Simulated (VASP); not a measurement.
A run of VASP 6.6.1:

Contents of INCAR:

```
PREC     = Accurate       # precision mode
ENCUT    = 500            # plane-wave cutoff, eV
EDIFF    = 1E-6           # SCF threshold, eV
ISMEAR   = 0              # smearing method
SIGMA    = 0.1            # smearing width, eV
LREAL    = False          # projectors in reciprocal space
LASPH    = True           # aspherical terms in the spheres
NELM     = 200            # most SCF steps
ALGO     = Normal         # electronic algorithm
ISIF     = 2              # what is computed and relaxed
LWAVE    = False          # write WAVECAR
LCHARG   = False          # write CHGCAR
ISPIN    = 2              # spin polarisation
MAGMOM   = 2              # initial moments
LORBIT   = 11             # projections on sites
LMAXMIX  = 4              # l up to which the mixer works
GGA      = PE             # functional
NBANDS   = 16             # bands
GGA_COMPAT= False
```

File KPOINTS:

```
Automatic mesh
0
Gamma
  8 8 8
```

POSCAR

```
V
1.0
   -1.5130000000      1.5130000000      1.5130000000
    1.5130000000     -1.5130000000      1.5130000000
    1.5130000000      1.5130000000     -1.5130000000
V
1
Direct
    0.0000000000      0.0000000000      0.0000000000
```

Potentials or basis: VASP PAW PBE potentials, release 64 (V_sv).

Command:

```sh
$ cat potpaw_PBE.64/V_sv/POTCAR > POTCAR
$ mpirun -np 1 vasp_std > vasp.out
```

Hardware: 1 thread of Intel(R) Xeon(R) 6975P-C (Granite Rapids), with other jobs on the host.

**Question.** How long does it take, and how much memory?

**Answer.** Wall time 6.8 s on 1 thread of Intel(R) Xeon(R) 6975P-C (Granite Rapids), with other jobs on the host, peak memory 0.13 GiB. Counts: scf iterations 15, k points 29.
